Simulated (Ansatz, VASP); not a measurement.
**BaTiO3 in VASP and in Ansatz**

Contents of INCAR:

```
SYSTEM = BaTiO3
ALGO     = Normal         ! electronic algorithm
EDIFF    = 1E-6           ! SCF threshold, eV
ENCUT    = 520            ! plane-wave cutoff, eV
GGA      = PE             ! functional
ISIF     = 2              ! what is computed and relaxed
ISMEAR   = 0              ! smearing method
LASPH    = .TRUE.         ! aspherical terms in the spheres
LCHARG   = .FALSE.        ! write CHGCAR
LDAU     = .TRUE.         ! DFT+U
LDAUJ    = 0 0 0        
LDAUL    = -1 2 -1        ! shell
LDAUPRINT= 1            
LDAUTYPE = 2            
LDAUU    = 0 4 0          ! U, eV
LMAXMIX  = 4              ! l up to which the mixer works
LREAL    = .FALSE.        ! projectors in reciprocal space
LWAVE    = .FALSE.        ! write WAVECAR
NBANDS   = 28             ! bands
NELM     = 150            ! most SCF steps
PREC     = Accurate       ! precision mode
SIGMA    = 0.05           ! smearing width, eV
```

Contents of KPOINTS:

```
k-points
0
G
  6 6 6
  0 0 0
```

Contents of POSCAR:

```
BaTiO3
1.0
    4.0082194746      0.0000000000      0.0000000000
    0.0000000000      2.9594799163      2.8859183788
    0.0000000000     -2.9594799163      2.8859183788
Ba Ti O
1 1 3
Direct
    0.0000000000      0.0080771845      0.0080771845
    0.5000000000      0.5197092871      0.5197092871
    0.0000000000      0.4916268390      0.4916268390
    0.5000000000      0.4938075372      0.9829991522
    0.5000000000      0.9829991522      0.4938075372
```

Input for Ansatz:

```yaml
crystal:
  lattice:
    - [4.0082194746, 0.0, 0.0]
    - [0.0, 2.9594799163, 2.8859183788]
    - [0.0, -2.9594799163, 2.8859183788]
  atoms:
    - { symbol: Ba, position: [0.0, 0.0080771845, 0.0080771845] }
    - { symbol: Ti, position: [0.5, 0.5197092871, 0.5197092871] }
    - { symbol: O, position: [0.0, 0.491626839, 0.491626839] }
    - { symbol: O, position: [0.5, 0.4938075372, 0.9829991522] }
    - { symbol: O, position: [0.5, 0.9829991522, 0.4938075372] }
basis:
  ecutwfc: 420
kpoints:
  mp_grid: { grid: [6, 6, 6] }
hamiltonian:
  xc: pbe
  hubbard: { sites: [{ species: Ti, l: d, u_eff: 4.0 }] }
scf:
  occupations: { method: gaussian, width: 0.05 }
output:
  forces: true
  stress: true
  eigenvalues: true
```

Change from the starting cell: strain +0.0300 x Voigt [0, 1, 0, 0, 0, 0], atoms carried along.

Alike in both runs: task single point; functional PBE; k mesh 6 × 6 × 6; occupations gaussian, width 0.05 eV; no spin polarisation; Hubbard terms Ti d U = 4.0 eV.

|  | VASP | Ansatz |
| --- | --- | --- |
| version | VASP 6.6.1 | Ansatz 0.2.0 |
| potentials or method | VASP PAW PBE potentials, release 64 (Ba_sv, Ti_sv, O), cutoff 520 eV | scalar-relativistic, plane waves, PAW |
| valence electrons in the cell | 40 | 40 |

|  | VASP | Ansatz | Ansatz less VASP |
| --- | --- | --- | --- |
| gap on the k mesh at the Fermi level (eV) | 2.42 | 2.42 | -0.001 |
| least direct gap on the mesh (eV) | 2.89 | 2.88 | -0.017 |
| pressure (GPa) | -1.3 | -4.3 | -3.08 |
| traceless stress, the component that is largest in VASP (GPa) | -3.87 | -3.97 | -0.103 |
| rms of the force components (eV/Å) | 0.072 | 0.137 | +0.0644 |

The programs project onto different local orbitals, so the same U acts differently, and such runs can settle in different states. Atom by atom the forces differ by 0.195 eV/Å (rms over components).

Neither program's run includes spin-orbit coupling.
